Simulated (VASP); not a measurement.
# Zn6S5 (a cell with a defect) in VASP: further runs

Runs on Zn6S5 (a cell with a defect). Level: PBE. Tasks: relaxation of the atoms, single point.

All numbers are computed with VASP 6.6.1; they aren't measurements. Logs are shortened: lines on timing, memory, paths and dates and some standing lists are left out, and cuts for length are marked.

## (1) The cell of the first run

The cell holds a defect, 11 atoms: a = 6.305 Å, b = 6.658 Å, c = 6.658 Å, α = 120.00°, β = 90.00°, γ = 90.00°.

## (2) Relaxation of the atoms, PBE (atoms taken out)

INCAR

```
SYSTEM = Zn6S5
  PREC = Accurate
  ENCUT = 520
  EDIFF = 1E-6
  ISMEAR = 0
  SIGMA = 0.01
  LREAL = .FALSE.
  LASPH = .TRUE.
  NELM = 60
  ALGO = Normal
  ISIF = 2
  LWAVE = .FALSE.
  LCHARG = .FALSE.
  GGA = PE
  IBRION = 2
  NSW = 65
  EDIFFG = -0.025
```

KPOINTS

```
regular mesh
0
G
  2 2 2
  0 0 0
```

POSCAR

```
Zn6S5
1.0
    0.0000000000      0.0000000000     -6.3046430411
   -5.7661004008     -3.3290596185      0.0000000000
    0.0000000001      6.6581192371      0.0000000000
Zn S
6 5
Direct
    0.9997333264      0.6666666667      0.6666666667
    0.9997333264      1.0000000000      0.3333333333
    0.9997333264      0.3333333333      1.0000000000
    0.4997333264      0.3333333333      0.3333333333
    0.4997333264      0.6666666667      1.0000000000
    0.4997333264      1.0000000000      0.6666666667
    0.6252666736      1.0000000000      0.3333333333
    0.6252666736      0.3333333333      1.0000000000
    0.1252666736      0.3333333333      0.3333333333
    0.1252666736      0.6666666667      1.0000000000
    0.1252666736      1.0000000000      0.6666666667
```

Potentials or basis: VASP PAW PBE potentials, release 64 (Zn, S).

The run is started by

```console
> cat potpaw_PBE.64/Zn/POTCAR potpaw_PBE.64/S/POTCAR > POTCAR
> mpirun -np 1 vasp_std > vasp.out
```

OUTCAR:

```text
SYSTEM = Zn6S5
   PREC = Accurate
   ENCUT = 520
   EDIFF = 1E-6
   ISMEAR = 0
   LREAL = .FALSE.
   LASPH = .TRUE.
   NELM = 60
   ISIF = 2
   GGA = PE
   IBRION = 2
   NSW = 65
   EDIFFG = -0.025

 ion  position               nearest neighbor table
   1  1.000  0.667  0.667-  10 2.36  11 2.36   9 2.36
   2  1.000  0.000  0.333-  10 2.36   9 2.36  11 2.36   7 2.36
   3  1.000  0.333  0.000-  11 2.36   9 2.36  10 2.36   8 2.36
   4  0.500  0.333  0.333-   8 2.36   7 2.36   9 2.36
   5  0.500  0.667  0.000-   7 2.36   8 2.36  10 2.36
   6  0.500  0.000  0.667-   8 2.36   7 2.36  11 2.36
   7  0.625  0.000  0.333-   5 2.36   4 2.36   6 2.36   2 2.36
   8  0.625  0.333  0.000-   6 2.36   4 2.36   5 2.36   3 2.36
   9  0.125  0.333  0.333-   3 2.36   2 2.36   1 2.36   4 2.36
  10  0.125  0.667  0.000-   2 2.36   1 2.36   3 2.36   5 2.36
  11  0.125  0.000  0.667-   3 2.36   1 2.36   2 2.36   6 2.36

  LATTYP: Found a hexagonal cell.
 ALAT       =     6.6581192371
 C/A-ratio  =     0.9469105038

  Lattice vectors:

 A1 = (  -5.7661004008,  -3.3290596185,   0.0000000000)
 A2 = (   0.0000000001,   6.6581192371,   0.0000000000)
 A3 = (   0.0000000000,   0.0000000000,  -6.3046430411)

Analysis of symmetry for initial positions (statically):
=====================================================================
 Subroutine PRICEL returns:
 Original cell was already a primitive cell.

 Routine SETGRP: Setting up the symmetry group for a
 hexagonal supercell.

 Subroutine GETGRP returns: Found  6 space group operations
 (whereof  2 operations were pure point group operations)
 out of a pool of 24 trial point group operations.

The static configuration has the point symmetry C_1h.
 The point group associated with its full space group is C_3v.

Analysis of symmetry for dynamics (positions and initial velocities):
=====================================================================
 Subroutine PRICEL returns:
 Original cell was already a primitive cell.

 Routine SETGRP: Setting up the symmetry group for a
 hexagonal supercell.

 Subroutine GETGRP returns: Found  6 space group operations
 (whereof  2 operations were pure point group operations)
 out of a pool of 24 trial point group operations.

The dynamic configuration has the point symmetry C_1h.
 The point group associated with its full space group is C_3v.

 Subroutine INISYM returns: Found  6 space group operations
 (whereof  2 operations are pure point group operations),
 and found     1 'primitive' translations

----------------------------------------------------------------------------------------

                                     Primitive cell

  volume of cell :     242.0440
[... 80 lines left out ...]
   ISPIN  =      1    spin polarized calculation?
   LNONCOLLINEAR =      F non collinear calculations
   LSORBIT =      F    spin-orbit coupling
   LASPH  =      T    aspherical Exc in radial PAW
   ENCUT  =  520.0 eV  38.22 Ry    6.18 a.u.  11.72 12.38 12.38*2*pi/ulx,y,z
   NELM   =     60;   NELMIN=  2; NELMDL= -5     # of ELM steps
   EDIFF  = 0.1E-05   stopping-criterion for ELM
   LREAL  =      F    real-space projection
   EDIFFG = -.3E-01   stopping-criterion for IOM
   NSW    =     65    number of steps for IOM
   IBRION =      2    ionic relax: 0-MD 1-quasi-New 2-CG
   NFREE  =      1    steps in history (QN), initial steepest desc. (CG)
   ISIF   =      2    stress and relaxation
   ISYM   =      2    0-nonsym 1-usesym 2-fastsym
   POTIM  = 0.5000    time-step for ionic-motion
   TEBEG  =    0.0;   TEEND  =   0.0 temperature during run
   PSTRESS=    0.0 pullay stress
   NELECT =     102.0000    total number of electrons
   NUPDOWN=      -1.0000    fix difference up-down
   EMIN   =  10.00;   EMAX   =-10.00  energy-range for DOS
   EFERMI =   0.00;   METHOD = LEGACY
   ISMEAR =     0;   SIGMA  =   0.01  broadening in eV -4-tet -1-fermi 0-gaus
   EFERMI_NEDOS =   21; number of points for ismear=-14 and -15
   IALGO  =     38    algorithm
   IMIX   =      4    mixing-type and parameters
     AMIX     =   0.40;   BMIX     =  1.00
     AMIX_MAG =   1.60;   BMIX_MAG =  1.00
  volume/ion in A,a.u.               =      22.00       148.49
  Fermi-wavevector in a.u.,A,eV,Ry     =   1.227374  2.319400 20.496443  1.506446
  Thomas-Fermi vector in A             =   2.362339
   LORBIT       =      0    0 simple, 1 ext, 2 COOP (PROOUT), +10 PAW based schemes
   GGA     = PE    functional components
   LHFCALC =     F    Hartree Fock is set to
   AEXX    =    0.0000 exact exchange contribution
   IVDW    =     0    specifies the selected vdW correction
   LEPSILON=     F    determine dielectric tensor
   LRPA    =     F    only Hartree local field effects (RPA)
 conjugate gradient relaxation of ions
 non-spin polarized calculation
 Gauss-broadening in eV      SIGMA  =   0.01
  energy-cutoff  :      520.00
  volume of cell :      242.04
 maximum number of plane-waves:      6588
 NGX is ok and might be reduce to    48
   NGX = 23   NGY = 25   NGZ = 25

--------------------------------------- Ionic step        1  -------------------------------------------

 number of electron     102.0000009 magnetization

 Free energy of the ion-electron system (eV)
  ---------------------------------------------------
  ext. energy  EPLUGINS =         0.00000000
  ---------------------------------------------------
  free energy    TOTEN  =       -32.96331410 eV

  energy without entropy =      -32.96331410  energy(sigma->0) =      -32.96331410

------------------------ aborting loop because EDIFF is reached ----------------------------------------

  FORCE on cell =-STRESS in cart. coord.  units (eV):
  Direction    XX          YY          ZZ          XY          YZ          ZX
  --------------------------------------------------------------------------------------
  -------------------------------------------------------------------------------------
  Total       -2.4603240     -2.4603240     -1.9701158     -0.0000000      0.0000000     -0.0000000
  in kB      -16.2857819    -16.2857819    -13.0409149     -0.0000000      0.0000000     -0.0000000
  external PRESSURE =     -15.2041596 kB  Pullay stress =       0.0000000 kB
[... 347 lines left out ...]
--------------------------------------- Ionic step        9  -------------------------------------------

 number of electron     102.0000007 magnetization

 Free energy of the ion-electron system (eV)
  ---------------------------------------------------
  ext. energy  EPLUGINS =         0.00000000
  ---------------------------------------------------
  free energy    TOTEN  =       -33.27318291 eV

  energy without entropy =      -33.27318291  energy(sigma->0) =      -33.27318291

 E-fermi :   1.5527     XC(G=0):  -9.2272

 val. band max:        1.5050407578   @ k =   0.0000   0.5000   0.0000
 cond. band min:       3.2907064659   @ k =   0.0000   0.5000   0.0000
 fundamental gap:      1.7856657081
 Fermi energy:         1.5527060731

 k-point     1 :       0.0000    0.0000    0.0000
  band No.  band energies     occupation
      1     -11.4525      2.00000
      2     -10.6472      2.00000
      3     -10.5405      2.00000
      4     -10.5405      2.00000
      5     -10.4352      2.00000
      6      -4.9567      2.00000
[... 283 lines left out ...]
  FREE ENERGIE OF THE ION-ELECTRON SYSTEM (eV)
  ---------------------------------------------------
  free  energy   TOTEN  =       -33.2731829080 eV

  energy  without entropy=      -33.2731829080  energy(sigma->0) =      -33.27318291

 reached required accuracy - stopping structural energy minimisation
```

OSZICAR:

```text
N       E                     dE             d eps       ncg     rms          rms(c)
DAV:   1     0.872984795014E+03    0.87298E+03   -0.46665E+04   488   0.201E+03
DAV:   2     0.100677839592E+03   -0.77231E+03   -0.74870E+03   488   0.469E+02
DAV:   3    -0.265830130230E+02   -0.12726E+03   -0.12459E+03   532   0.168E+02
[... 87 lines left out ...]
DAV:   2    -0.332732274966E+02   -0.11063E-02   -0.11979E-02   552   0.457E-01    0.800E-02
DAV:   3    -0.332731963923E+02    0.31104E-04   -0.18493E-04   683   0.119E-01    0.610E-02
DAV:   4    -0.332731798754E+02    0.16517E-04   -0.12688E-04   560   0.634E-02    0.249E-02
DAV:   5    -0.332731821911E+02   -0.23157E-05   -0.33481E-05   531   0.428E-02    0.109E-02
DAV:   6    -0.332731829080E+02   -0.71695E-06   -0.11728E-06   360   0.250E-02
   9 F= -.33273183E+02 E0= -.33273183E+02  d E =-.750273E-03
```

CONTCAR:

```text
Zn6S5
   1.00000000000000
     0.0000000000000000    0.0000000000000000   -6.3046430411000003
    -5.7661004008000001   -3.3290596185000001    0.0000000000000000
     0.0000000001000000    6.6581192371000002    0.0000000000000000
  Zn              S
     6     5
Direct
     0.9610534959661863    0.6666666667000030    0.6666666667000030
     0.0035376470684304    0.0000000000000000    0.3333333332999970
     0.0035376470684304    0.3333333332999970    0.0000000000000000
     0.5113351707019083    0.3733632044136230    0.3733632044136230
     0.5113351707019083    0.6666666667000030    0.9599701288863741
     0.5113351707019083    0.9599701288863741    0.6666666667000030
     0.6238085786817447    0.0000000000000000    0.3333333332999970
     0.6238085786817447    0.3333333332999970    0.0000000000000000
     0.1249939556092454    0.3428499471031621    0.3428499471031621
     0.1249939556092454    0.6666666667000030    0.9904833861968350
     0.1249939556092454    0.9904833861968350    0.6666666667000030

  0.00000000E+00  0.00000000E+00  0.00000000E+00
  0.00000000E+00  0.00000000E+00  0.00000000E+00
  0.00000000E+00  0.00000000E+00  0.00000000E+00
  0.00000000E+00  0.00000000E+00  0.00000000E+00
  0.00000000E+00  0.00000000E+00  0.00000000E+00
  0.00000000E+00  0.00000000E+00  0.00000000E+00
  0.00000000E+00  0.00000000E+00  0.00000000E+00
  0.00000000E+00  0.00000000E+00  0.00000000E+00
  0.00000000E+00  0.00000000E+00  0.00000000E+00
  0.00000000E+00  0.00000000E+00  0.00000000E+00
  0.00000000E+00  0.00000000E+00  0.00000000E+00
```

It took 5.5 min on 1 thread of AMD EPYC 7R13 (Zen 3), shared host; peak memory 0.33 GiB.

Results:

- Free energy: -33.2732 eV
- Energy gained by relaxing: 28.2 meV/atom
- Ionic steps: 9
- Pressure after relaxing: -4.7 GPa
- Largest force after relaxing: 0.023 eV/Å
- Band gap on the k mesh: 1.79 eV

Forces on the atoms (eV/Å):
```
Zn   0.000  0.000  0.023
Zn   0.000  0.000  0.006
Zn   0.000  0.000  0.006
Zn   0.010 -0.006 -0.002
Zn   0.000  0.012 -0.002
Zn  -0.010 -0.006 -0.002
S    0.000  0.000 -0.015
S    0.000  0.000 -0.015
S    0.005 -0.003  0.000
S    0.000  0.005  0.000
S   -0.005 -0.003  0.000
```

The path:
```tsv
step	energy change (eV)	largest force (eV/Å)	pressure (GPa)
1	0.0000	0.5572	-1.52
2	-0.0549	0.5057	-1.75
3	-0.1840	0.3388	-2.78
4	-0.2662	0.4143	-4.44
5	-0.3009	0.1151	-5.13
6	-0.3017	0.1119	-5.03
7	-0.3081	0.0517	-4.86
8	-0.3091	0.0424	-4.76
9	-0.3099	0.0226	-4.71
```

Final structure:
```xyz
11
Lattice="0.0000 0.0000 -6.3046 -5.7661 -3.3291 0.0000 0.0000 6.6581 0.0000" Properties=species:S:1:pos:R:3 pbc="T T T"
Zn   -3.8441    2.2194   -6.0591
Zn    0.0000    2.2194   -0.0223
Zn   -1.9220   -1.1097   -0.0223
Zn   -2.1529    1.2429   -3.2238
Zn   -3.8441    4.1722   -3.2238
Zn   -5.5353    1.2429   -3.2238
S     0.0000    2.2194   -3.9329
S    -1.9220   -1.1097   -3.9329
S    -1.9769    1.1414   -0.7880
S    -3.8441    4.3754   -0.7880
S    -5.7112    1.1414   -0.7880
```

Caveat: the k points lie up to 0.54 Å⁻¹ apart; the cell differs from its parent crystal (atoms taken out).

## (3) Single point, PBE (atoms taken out, then relaxed in part)

INCAR

```
SYSTEM = Zn6S5
PREC = Accurate
ENCUT = 520
EDIFF = 1E-7
ISMEAR = 0
SIGMA = 0.01
LREAL = .False.
LASPH = .True.
NELM = 60
ALGO = Normal
ISIF = 2
LWAVE = .False.
LCHARG = .False.
GGA = PE
NBANDS = 62
```

KPOINTS

```
Automatic mesh
0
Gamma
  2 2 2
  0 0 0
```

POSCAR

```
Zn6S5
1.0
    0.0000000000      0.0000000000     -6.3046430411
   -5.7661004008     -3.3290596185      0.0000000000
    0.0000000001      6.6581192371      0.0000000000
Zn S
6 5
Direct
    0.9488697560      0.6666666667      0.6666666667
    1.0070353149      1.0000000000      0.3333333333
    1.0070353149      0.3333333333      1.0000000000
    0.5108990421      0.3683689682      0.3683689682
    0.5108990421      0.6666666667      0.9649643652
    0.5108990421      0.9649643652      0.6666666667
    0.6262850032      1.0000000000      0.3333333333
    0.6262850032      0.3333333333      1.0000000000
    0.1255086026      0.3444020143      0.3444020143
    0.1255086026      0.6666666667      0.9889313190
    0.1255086026      0.9889313190      0.6666666667
```

Potentials or basis: VASP PAW PBE potentials, release 64 (Zn, S).

The run is started by

```console
> cat potpaw_PBE.64/Zn/POTCAR potpaw_PBE.64/S/POTCAR > POTCAR
> mpirun -np 1 vasp_std > vasp.out
```

Run time: 84 s. Hardware: 1 thread of Intel Xeon Platinum 8259CL at 2.50GHz (Skylake/Cascade Lake), shared host; peak memory 0.34 GiB.

It converged, with:

```
Free energy            : -33.2758 eV
Pressure               : -4.7 GPa
Largest force          : 0.034 eV/Å
Band gap on the k mesh : 1.78 eV
```

Forces on the atoms (eV/Å):
```
Zn   0.000  0.000  0.034
Zn   0.000  0.000 -0.005
Zn   0.000  0.000 -0.005
Zn  -0.003  0.002 -0.003
Zn   0.000 -0.003 -0.003
Zn   0.003  0.002 -0.003
S    0.000  0.000  0.004
S    0.000  0.000  0.004
S    0.004 -0.002 -0.008
S    0.000  0.004 -0.008
S   -0.004 -0.002 -0.008
```

Stress tensor (GPa, compression positive):
```
-4.52  0.00  0.00
 0.00 -4.52  0.00
 0.00  0.00 -5.13
```

Levels at points of the mesh, in eV from the valence-band top:
```
           k point  band 48  band 49  band 50  band 51  band 52  band 53  band 54  band 55
(0.00, 0.00, 0.00)    -1.56    -1.14    -0.64    -0.64     2.56     2.79     2.79     2.99
(0.50, 0.00, 0.00)    -1.32    -0.65    -0.65    -0.51     2.26     2.93     2.93     3.56
(0.00, 0.50, 0.00)    -1.45    -1.10    -1.03     0.00     1.78     2.44     2.74     3.62
(0.50, 0.50, 0.00)    -1.63    -1.59    -1.55    -0.02     2.02     2.38     2.53     3.65
```

Caveat: the k points lie up to 0.54 Å⁻¹ apart; the cell differs from its parent crystal (atoms taken out, then relaxed in part).

## (4) Single point, PBE (atoms taken out, then relaxed in part)

INCAR

```
PREC = Accurate
ENCUT = 520
EDIFF = 1E-7
ISMEAR = 0
SIGMA = 0.01
LREAL = False
LASPH = True
NELM = 80
ALGO = Normal
ISIF = 2
LWAVE = False
LCHARG = False
GGA = PE
NBANDS = 62
NELECT = 100.0
```

KPOINTS

```
Automatic mesh
0
Gamma
  2 2 2
```

POSCAR

```
Zn6S5
1.0
    0.0000000000      0.0000000000     -6.3046430411
   -5.7661004008     -3.3290596185      0.0000000000
    0.0000000001      6.6581192371      0.0000000000
Zn S
6 5
Direct
    1.1028856265      0.6666666667      0.6666666667
    1.0010650729      1.0000000000      0.3333333333
    1.0010650729      0.3333333333      1.0000000000
    0.4657720876      0.2441414157      0.2441414157
    0.4657720876      0.6666666667      1.0891919176
    0.4657720876      1.0891919176      0.6666666667
    0.6330716836      1.0000000000      0.3333333333
    0.6330716836      0.3333333333      1.0000000000
    0.1187526414      0.3282254199      0.3282254199
    0.1187526414      0.6666666667      1.0051079135
    0.1187526414      1.0051079135      0.6666666667
```

The run is started by

```console
> cat potpaw_PBE.64/Zn/POTCAR potpaw_PBE.64/S/POTCAR > POTCAR
> mpirun -np 1 vasp_std > vasp.out
```

It took 88 s on 1 thread of Intel Xeon Platinum 8259CL at 2.50GHz (Skylake/Cascade Lake), shared host; peak memory 0.33 GiB.

Results (log left out):

```yaml
Free_energy: -38.8311 eV
Largest_force: 0.011 eV/Å
```

Forces in eV/Å, atoms in the order of the input:
```
Zn   0.000  0.000  0.005
Zn   0.000  0.000  0.011
Zn   0.000  0.000  0.011
Zn  -0.007  0.004  0.007
Zn   0.000 -0.008  0.007
Zn   0.007  0.004  0.007
S    0.000  0.000 -0.010
S    0.000  0.000 -0.010
S    0.003 -0.002 -0.010
S    0.000  0.004 -0.010
S   -0.003 -0.002 -0.010
```

Levels at points of the mesh, in eV from the Fermi level:
```csv
k point,band 48,band 49,band 50,band 51,band 52,band 53
"(0.00, 0.00, 0.00)",-0.35,-0.05,-0.05,2.09,3.49,4.47
"(0.50, 0.00, 0.00)",-0.86,-0.17,-0.17,3.28,3.45,4.46
"(0.00, 0.50, 0.00)",-0.96,-0.50,-0.39,3.62,3.94,4.05
"(0.50, 0.50, 0.00)",-1.21,-1.19,-1.01,3.17,3.74,4.26
```

Caveat: the k points lie up to 0.54 Å⁻¹ apart; the cell carries a net charge on a neutralising background, which shifts energy and pressure; the cell differs from its parent crystal (atoms taken out, then relaxed in part); the cell is charged against a uniform background, so pressure and absolute levels hang on convention.

## (5) Single point, PBE, collinear spin (atoms taken out, then relaxed in part)

INCAR

```
SYSTEM = Zn6S5
ALGO = Normal
EDIFF = 1E-6
ENCUT = 520
GGA = PE
ISIF = 2
ISMEAR = 0
ISPIN = 2
LASPH = .TRUE.
LCHARG = .FALSE.
LORBIT = 11
LREAL = .FALSE.
LWAVE = .FALSE.
MAGMOM = 0.25 0 0 0.25 0.25 0.25 0 0 0 0 0
NBANDS = 66
NELECT = 101.0
NELM = 150
PREC = Accurate
SIGMA = 0.01
```

KPOINTS

```
k-points
0
G
  2 2 2
  0 0 0
```

POSCAR

```
Zn6S5
1.0
    0.0000000000      0.0000000000     -6.3046430411
   -5.7661004008     -3.3290596185      0.0000000000
    0.0000000001      6.6581192371      0.0000000000
Zn S
6 5
Direct
    1.0774124843      0.6666666667      0.6666666667
    0.9937808901      1.0000000000      0.3333333333
    0.9937808901      0.3333333333      1.0000000000
    0.4853260399      0.3128582766      0.3128582766
    0.4853260399      0.6666666667      1.0204750568
    0.4853260399      1.0204750568      0.6666666667
    0.6236397339      1.0000000000      0.3333333333
    0.6236397339      0.3333333333      1.0000000000
    0.1188338248      0.3279015331      0.3279015331
    0.1188338248      0.6666666667      1.0054318002
    0.1188338248      1.0054318002      0.6666666667
```

The run is started by

```console
> cat potpaw_PBE.64/Zn/POTCAR potpaw_PBE.64/S/POTCAR > POTCAR
> mpirun -np 1 vasp_std > vasp.out
```

It took 2.6 min on 1 thread of Intel Xeon Platinum 8259CL at 2.50GHz (Skylake/Cascade Lake), shared host; peak memory 0.46 GiB.

It converged, with:

```
Free energy                                           : -35.5840 eV
Largest force                                         : 0.047 eV/Å
Net moment                                            : 0.25 μB per cell
Valence electrons inside the program's atomic spheres : Zn 10.75, 10.76, 10.70 (each value once); S 3.71, 3.73 (each value once)
```

Forces on the atoms (eV/Å):
```
Zn   0.000  0.000 -0.001
Zn   0.000  0.000 -0.006
Zn   0.000  0.000 -0.006
Zn  -0.009  0.005  0.039
Zn   0.000 -0.011  0.039
Zn   0.009  0.005  0.039
S    0.000  0.000 -0.025
S    0.000  0.000 -0.025
S    0.037 -0.022 -0.019
S    0.000  0.043 -0.019
S   -0.037 -0.022 -0.019
```

Levels at points of the mesh, in eV from the Fermi level:
Spin up:
```
           k point  band 49  band 50  band 51  band 52  band 53  band 54
(0.00, 0.00, 0.00)    -2.24    -2.24    -1.25     1.00     1.91     1.91
(0.50, 0.00, 0.00)    -2.32    -2.32    -0.56     1.22     1.92     1.92
(0.00, 0.50, 0.00)    -2.66    -2.56     0.08     1.01     1.47     1.86
(0.50, 0.50, 0.00)    -3.32    -3.24    -0.17     1.38     1.56     1.66
```
Spin down:
```
           k point  band 48  band 49  band 50  band 51  band 52  band 53
(0.00, 0.00, 0.00)    -2.56    -2.23    -2.23    -1.12     1.03     1.99
(0.50, 0.00, 0.00)    -2.99    -2.32    -2.32    -0.39     1.24     2.00
(0.00, 0.50, 0.00)    -3.00    -2.65    -2.55     0.25     1.07     1.53
(0.50, 0.50, 0.00)    -3.34    -3.31    -3.23     0.00     1.43     1.61
```

Caveat: the k points lie up to 0.54 Å⁻¹ apart; the cell carries a net charge on a neutralising background, which shifts energy and pressure; the cell differs from its parent crystal (atoms taken out, then relaxed in part); the cell is charged against a uniform background, so pressure and absolute levels hang on convention.
